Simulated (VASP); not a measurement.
# Co (P6_3/mmc) in VASP: a series of runs, part 2 of 2

VASP 6.6.1.

## 3. Single point, PBE, collinear spin, ferromagnetic start

This run uses another cell than the first one, of 10.22 Å³/atom.

The input, INCAR:

```
SYSTEM = Co
PREC = Accurate
ENCUT = 520
EDIFF = 1E-6
ISMEAR = -1
SIGMA = 0.05
LREAL = .False.
LASPH = .True.
NELM = 150
ALGO = Normal
ISIF = 2
LWAVE = .False.
LCHARG = .False.
ISPIN = 2
MAGMOM = 2 2
LORBIT = 11
LMAXMIX = 4
GGA = PE
NBANDS = 20
```

The input, KPOINTS:

```
regular mesh
0
Gamma
  10 10 6
  0 0 0
```

The input, POSCAR:

```
Co
1.0
    2.4225599051      0.0000000000      0.0000000000
   -1.2112799526      2.0979984200      0.0000000000
    0.0000000000      0.0000000000      4.0211440800
Co
2
Direct
    0.6666666667      0.3333333333      0.7500000000
    0.3333333333      0.6666666667      0.2500000000
```

Potentials or basis: VASP PAW PBE potentials, release 64 (Co).

Launch:

```bash
$ cat potpaw_PBE.64/Co/POTCAR > POTCAR
$ mpirun -np 1 vasp_std > vasp.out
```

OUTCAR:

```text
SYSTEM = Co
   PREC = Accurate
   ENCUT = 520
   EDIFF = 1E-6
   ISMEAR = -1
   LREAL = .False.
   LASPH = .True.
   NELM = 150
   ISIF = 2
   ISPIN = 2
   LORBIT = 11
   GGA = PE

 ion  position               nearest neighbor table
   1  0.667  0.333  0.750-   2 2.45   2 2.45   2 2.45   2 2.45   2 2.45   2 2.45
   2  0.333  0.667  0.250-   1 2.45   1 2.45   1 2.45   1 2.45   1 2.45   1 2.45

  LATTYP: Found a hexagonal cell.
 ALAT       =     2.4225599051
 C/A-ratio  =     1.6598739505

  Lattice vectors:

 A1 = (   2.4225599051,   0.0000000000,   0.0000000000)
 A2 = (  -1.2112799526,   2.0979984200,   0.0000000000)
 A3 = (   0.0000000000,   0.0000000000,   4.0211440800)

Analysis of symmetry for initial positions (statically):
=====================================================================
 Subroutine PRICEL returns:
 Original cell was already a primitive cell.

 Routine SETGRP: Setting up the symmetry group for a
 hexagonal supercell.

 Subroutine GETGRP returns: Found 24 space group operations
 (whereof 12 operations were pure point group operations)
[... 745 lines left out ...]

 k-point     1 :       0.0000    0.0000    0.0000
  band No.  band energies     occupation
      1       1.8832      1.00000
      2       6.5975      1.00000
      3       9.8688      1.00000
      4      10.0798      1.00000
      5      10.0798      1.00000
      6      10.4428      1.00000
[... 541 lines left out ...]
     19      36.5239      0.00000
     20      37.5224      0.00000

 [... further k-points ...]
[... 5 lines left out ...]
  --------------------------------------------------------------------------------------
  -------------------------------------------------------------------------------------
  Total        2.3284846      2.3284846      1.0569922     -0.0000000      0.0000000     -0.0000000
  in kB      182.5385652    182.5385652     82.8615489     -0.0000000      0.0000000     -0.0000000
  external PRESSURE =     149.3128931 kB  Pullay stress =       0.0000000 kB

 VOLUME and BASIS-vectors are now :
 -----------------------------------------------------------------------------
  energy-cutoff  :      520.00
  volume of cell :       20.44
      direct lattice vectors                 reciprocal lattice vectors
     2.422559905  0.000000000  0.000000000     0.412786490  0.238322391  0.000000000
    -1.211279953  2.097998420  0.000000000     0.000000000  0.476644782  0.000000000
     0.000000000  0.000000000  4.021144080     0.000000000  0.000000000  0.248685444

 POSITION                                       TOTAL-FORCE (eV/Angst)
 -----------------------------------------------------------------------------------
      1.21128      0.69933      3.01586         0.000000     -0.000000      0.000000
     -0.00000      1.39867      1.00529        -0.000000      0.000000      0.000000
 -----------------------------------------------------------------------------------
    total drift:                               -0.000000      0.000000     -0.000000

  FREE ENERGIE OF THE ION-ELECTRON SYSTEM (eV)
  ---------------------------------------------------
  free  energy   TOTEN  =       -14.0123890036 eV

  energy  without entropy=      -13.9957488244  energy(sigma->0) =      -14.00406891

 total charge

# of ion       s       p       d       tot
------------------------------------------
    1        0.516   0.578   7.302   8.397
    2        0.516   0.578   7.302   8.397
--------------------------------------------------
tot          1.033   1.156  14.604  16.793

 magnetization (x)

# of ion       s       p       d       tot
------------------------------------------
    1       -0.013  -0.051   1.680   1.616
    2       -0.013  -0.051   1.680   1.616
--------------------------------------------------
tot         -0.027  -0.101   3.360   3.232
```

stdout:

```text
POSCAR found type information on POSCAR Co
 POSCAR found :  1 types and       2 ions
 scaLAPACK will be used
 LDA part: xc-table for (Slater+PW92), standard interpolation
 POSCAR, INCAR and KPOINTS ok, starting setup
 FFT: planning ... GRIDC
 FFT: planning ... GRID_SOFT
 FFT: planning ... GRID
 WAVECAR not read
 entering main loop
```

It took 36 s on 1 thread of Intel Xeon Platinum 8488C (Sapphire Rapids), shared host; peak memory 0.15 GiB.

What came out:

| Item | Value |
| --- | --- |
| Free energy | -14.0124 eV |
| Pressure | 14.9 GPa |
| Net moment | 3.22 μB per cell |
| Site moments | Co +1.62 μB |
| Valence electrons inside the program's atomic spheres | Co 8.40 |

Stress tensor (GPa, compression positive):
```
18.25  0.00  0.00
 0.00 18.25  0.00
 0.00  0.00  8.29
```

Levels at points of the mesh, in eV from the Fermi level:
Spin up:
| k point | band 9 | band 10 | band 11 | band 12 | band 13 | band 14 |
| --- | --- | --- | --- | --- | --- | --- |
| (0.00, 0.00, 0.00) | -1.85 | -0.75 | -0.75 | -0.38 | 6.54 | 22.86 |
| (0.50, 0.00, 0.00) | -0.50 | -0.36 | 1.56 | 3.75 | 10.02 | 10.78 |
| (0.00, 0.00, 0.50) | -1.08 | -1.08 | -1.08 | -1.08 | 15.06 | 15.06 |
| (0.50, 0.00, 0.50) | -0.42 | -0.42 | 1.76 | 1.76 | 7.91 | 7.91 |
Spin down:
```csv
k point,band 5,band 6,band 7,band 8,band 9,band 10
"(0.00, 0.00, 0.00)",-1.02,-0.66,-0.66,-0.42,-0.06,-0.06
"(0.50, 0.00, 0.00)",-1.19,-1.08,-0.76,1.37,1.38,1.52
"(0.00, 0.00, 0.50)",-1.06,-1.06,-1.06,-1.06,0.79,0.79
"(0.50, 0.00, 0.50)",0.00,0.00,0.31,0.31,1.46,1.46
```

Caveat: the cell stands under pressure.

## 4. Single point, PBE, collinear spin, ferromagnetic start

This run uses another cell than the first one, of 10.43 Å³/atom.

The input, INCAR:

```
PREC = Accurate ; ENCUT = 520
EDIFF = 1E-6 ; ISMEAR = -1
SIGMA = 0.05 ; LREAL = False
LASPH = True ; NELM = 150
ALGO = Fast ; ISIF = 2
LWAVE = False ; LCHARG = False
ISPIN = 2 ; MAGMOM = 2 2
LORBIT = 11 ; LMAXMIX = 4
GGA = PE ; NBANDS = 20
```

The input, KPOINTS:

```
regular mesh
0
Gamma
  10 10 6
```

The input, POSCAR:

```
Co
1.0
    2.4472799042      0.0000000000      0.0000000000
   -1.2236399521      2.1194065672      0.0000000000
    0.0000000000      0.0000000000      4.0211440800
Co
2
Direct
    0.6666666667      0.3333333333      0.7500000000
    0.3333333333      0.6666666667      0.2500000000
```

Launch:

```bash
$ cat potpaw_PBE.64/Co/POTCAR > POTCAR
$ mpirun -np 1 vasp_std > vasp.out
```

Run time: 50 s. Hardware: 1 thread of Intel Xeon Platinum 8488C (Sapphire Rapids), shared host; peak memory 0.15 GiB.

Results (log left out):

| Item | Value |
| --- | --- |
| Free energy | -14.0513 eV |
| Pressure | 9.6 GPa |
| Net moment | 3.26 μB per cell |
| Site moments | Co +1.64 μB |
| Valence electrons inside the program's atomic spheres | Co 8.35 |

Stress tensor (GPa, compression positive):
```
11.61  0.00  0.00
 0.00 11.61  0.00
 0.00  0.00  5.67
```

Levels at points of the mesh, in eV from the Fermi level:
Spin up:
```csv
k point,band 7,band 8,band 9,band 10,band 11,band 12,band 13,band 14,band 15,band 16
"(0.00, 0.00, 0.00)",-2.31,-1.88,-1.88,-0.78,-0.78,-0.25,6.50,22.56,25.44,25.66
"(0.50, 0.00, 0.00)",-2.24,-0.58,-0.57,-0.43,1.47,3.60,9.92,10.64,13.03,14.42
"(0.00, 0.00, 0.50)",-2.68,-2.68,-1.10,-1.10,-1.10,-1.10,15.09,15.09,23.29,23.29
"(0.50, 0.00, 0.50)",-1.02,-1.02,-0.49,-0.49,1.71,1.71,7.69,7.69,19.08,19.08
```
Spin down:
| k point | band 4 | band 5 | band 6 | band 7 | band 8 | band 9 | band 10 | band 11 |
| --- | --- | --- | --- | --- | --- | --- | --- | --- |
| (0.00, 0.00, 0.00) | -0.97 | -0.97 | -0.61 | -0.61 | -0.29 | -0.08 | -0.08 | 1.14 |
| (0.50, 0.00, 0.00) | -1.81 | -1.11 | -1.08 | -0.68 | 1.33 | 1.38 | 1.49 | 2.71 |
| (0.00, 0.00, 0.50) | -1.66 | -1.02 | -1.02 | -1.02 | -1.02 | 0.78 | 0.78 | 0.78 |
| (0.50, 0.00, 0.50) | -2.51 | 0.00 | 0.00 | 0.31 | 0.31 | 1.42 | 1.42 | 2.35 |

Caveat: the cell stands under pressure.

## 5. Single point, PBE, collinear spin, ferromagnetic start

The input, INCAR:

```
PREC     = Accurate       # precision mode
ENCUT    = 520            # plane-wave cutoff, eV
EDIFF    = 1E-7           # SCF threshold, eV
ISMEAR   = -1             # smearing method
SIGMA    = 0.05           # smearing width, eV
LREAL    = False          # projectors in reciprocal space
LASPH    = True           # aspherical terms in the spheres
NELM     = 150            # most SCF steps
ALGO     = Normal         # electronic algorithm
ISIF     = 2              # what is computed and relaxed
LWAVE    = False          # write WAVECAR
LCHARG   = False          # write CHGCAR
ISPIN    = 2              # spin polarisation
MAGMOM   = 0.5 0.5        # initial moments
LORBIT   = 11             # projections on sites
NUPDOWN  = 1.0            # fixed moment
LMAXMIX  = 4              # l up to which the mixer works
GGA      = PE             # functional
NBANDS   = 20             # bands
```

KPOINTS is that of step 4.

The input, POSCAR:

```
Co
1.0
    2.4719999032      0.0000000000      0.0000000000
   -1.2359999516      2.1408147143      0.0000000000
    0.0000000000      0.0000000000      4.0211440800
Co
2
Direct
    0.6666666667      0.3333333333      0.7500000000
    0.3333333333      0.6666666667      0.2500000000
```

Launch:

```bash
$ cat potpaw_PBE.64/Co/POTCAR > POTCAR
$ mpirun -np 1 vasp_std > vasp.out
```

Run time: 40 s. Hardware: 1 thread of Intel Xeon Platinum 8488C (Sapphire Rapids), shared host; peak memory 0.15 GiB.

It converged, with:

| Item | Value |
| --- | --- |
| Free energy | -13.7101 eV |
| Pressure | -6.6 GPa |
| Net moment | 1.00 μB per cell |
| Site moments | Co +0.51 μB |
| Valence electrons inside the program's atomic spheres | Co 8.31 |

Stress tensor (GPa, compression positive):
```
-5.95  0.00  0.00
 0.00 -5.95  0.00
 0.00  0.00 -7.99
```

Caveat: the cell stands under tension; the total moment is fixed, so each spin has its own Fermi level.

## 6. Single point, PBE, collinear spin, ferromagnetic start

The input, INCAR:

```
SYSTEM = Co
  ALGO = Normal
  EDIFF = 1E-7
  ENCUT = 520
  GGA = PE
  ISIF = 2
  ISMEAR = -1
  ISPIN = 2
  LASPH = .TRUE.
  LCHARG = .FALSE.
  LMAXMIX = 4
  LORBIT = 11
  LREAL = .FALSE.
  LWAVE = .FALSE.
  MAGMOM = 1 1
  NBANDS = 20
  NELM = 150
  NUPDOWN = 2.0
  PREC = Accurate
  SIGMA = 0.05
```

The input, KPOINTS:

```
k-points
0
G
  10 10 6
  0 0 0
```

POSCAR is that of step 5.

Potentials or basis: VASP PAW PBE potentials, release 64 (Co).

Launch:

```bash
$ cat potpaw_PBE.64/Co/POTCAR > POTCAR
$ mpirun -np 1 vasp_std > vasp.out
```

Run time: 46 s. Hardware: 1 thread of Intel Xeon Platinum 8488C (Sapphire Rapids), shared host; peak memory 0.15 GiB.

Results (log left out):

```
Free energy                                           : -13.8581 eV
Pressure                                              : -3.3 GPa
Net moment                                            : 2.00 μB per cell
Site moments                                          : Co +1.02 μB
Valence electrons inside the program's atomic spheres : Co 8.31
```

Stress tensor (GPa, compression positive):
```
-2.23  0.00  0.00
 0.00 -2.23  0.00
 0.00  0.00 -5.42
```

Caveat: the cell stands under tension; the total moment is fixed, so each spin has its own Fermi level.

## 7. The runs side by side

| spin | fixed moment (μB) | cell | gap on the mesh (eV) | pressure (GPa) | moment (μB) |
| --- | --- | --- | --- | --- | --- |
| collinear, zero start | 0.0 | a = 2.472, b = 2.472, c = 4.021 Å, angles 90.0, 90.0, 120.0°, 2 atoms | - | -7.3 | 0.00 |
| collinear, ferromagnetic start | - | a = 2.423, b = 2.423, c = 4.021 Å, angles 90.0, 90.0, 120.0°, 2 atoms | none | 14.9 | 3.22 |
| collinear, ferromagnetic start | - | a = 2.447, b = 2.447, c = 4.021 Å, angles 90.0, 90.0, 120.0°, 2 atoms | none | 9.6 | 3.26 |
| collinear, ferromagnetic start | 1.0 | a = 2.472, b = 2.472, c = 4.021 Å, angles 90.0, 90.0, 120.0°, 2 atoms | - | -6.6 | 1.00 |
| collinear, ferromagnetic start | 2.0 | a = 2.472, b = 2.472, c = 4.021 Å, angles 90.0, 90.0, 120.0°, 2 atoms | - | -3.3 | 2.00 |

Alike in all rows: task single point; level PBE; potentials or basis VASP PAW PBE potentials, release 64 (Co); k mesh 10 × 10 × 6; cutoff (eV) 520; smearing fermi-dirac 0.05 eV.

Caveats: the cell stands under tension (at least some runs); the total moment is fixed, so each spin has its own Fermi level (at least some runs); the cell stands under pressure (at least some runs).

Total energies depend on the potentials used, so only differences within one code and one set of settings carry meaning.
